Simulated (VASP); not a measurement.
Wanted: the native input for a VASP 6.6.1 run.

- Task: single point
- Functional: r2SCAN
- Potentials or basis: VASP PAW PBE potentials, release 64 (Mn_pv)
- Cutoff: 520 eV
- k mesh: 13 × 13 × 13
- Occupations: fermi-dirac, width 0.1 eV
- Spin: no spin polarisation
- Dipole correction: no
- Further INCAR settings: ALGO = Normal; EDIFF = 1e-07; NBANDS = 20

Crystal: Mn.

```xyz
2
Lattice="0.0000 2.4144 2.4144 2.4144 0.0000 2.4144 2.4144 2.4144 0.0000" Properties=species:S:1:pos:R:3 pbc="T T T"
Mn    0.6036    0.6036    0.6036
Mn    4.2253    4.2253    4.2253
```

This cell differs from its parent crystal: volume scaled by 0.96.

These files were run (other wordings do the same):

POSCAR

```
Mn
1.0
    0.0000000000      2.4144455749      2.4144455749
    2.4144455749      0.0000000000      2.4144455749
    2.4144455749      2.4144455749      0.0000000000
Mn
2
Direct
    0.1250000000      0.1250000000      0.1250000000
    0.8750000000      0.8750000000      0.8750000000
```

INCAR.step1

```
PREC     = Accurate       # precision mode
ENCUT    = 520            # plane-wave cutoff, eV
ISMEAR   = -1             # smearing method
SIGMA    = 0.1            # smearing width, eV
LREAL    = False          # projectors in reciprocal space
LASPH    = True           # aspherical terms in the spheres
NELM     = 60             # most SCF steps
NBANDS   = 20             # bands
GGA      = PE             # functional
ALGO     = Normal         # electronic algorithm
EDIFF    = 1E-4           # SCF threshold, eV
LWAVE    = True           # write WAVECAR
LCHARG   = False          # write CHGCAR
```

INCAR.step2

```
PREC     = Accurate       # precision mode
ENCUT    = 520            # plane-wave cutoff, eV
EDIFF    = 1E-7           # SCF threshold, eV
ISMEAR   = -1             # smearing method
SIGMA    = 0.1            # smearing width, eV
LREAL    = False          # projectors in reciprocal space
LASPH    = True           # aspherical terms in the spheres
NELM     = 60             # most SCF steps
ALGO     = Normal         # electronic algorithm
ISIF     = 2              # what is computed and relaxed
LWAVE    = False          # write WAVECAR
LCHARG   = False          # write CHGCAR
METAGGA  = R2SCAN         # meta-GGA
LMIXTAU  = True         
NBANDS   = 20             # bands
ISTART   = 1
```

KPOINTS

```
Automatic mesh
0
Gamma
  13 13 13
```

Potentials or basis: VASP PAW PBE potentials, release 64 (Mn_pv).

Command:

```console
$ cat potpaw_PBE.64/Mn_pv/POTCAR > POTCAR
$ cp INCAR.step1 INCAR
$ mpirun -np 1 vasp_std > vasp.out
$ cp INCAR.step2 INCAR
$ mpirun -np 1 vasp_std > vasp.out
```

It gave:

```json
{
  "Pressure": "8.4 GPa",
  "Band gap on the k mesh": "zero (band 13 reaches 7.29 eV, above the bottom of band 14 at 6.67 eV)"
}
```

Caveat: the PAW data sets were made with another functional, which shifts forces and pressure a little; the run has no spin polarisation, though such a crystal can be magnetic.

Run time: 9.9 min on 1 thread of AMD EPYC 7R13, with other jobs on the host, peak memory 0.15 GiB.
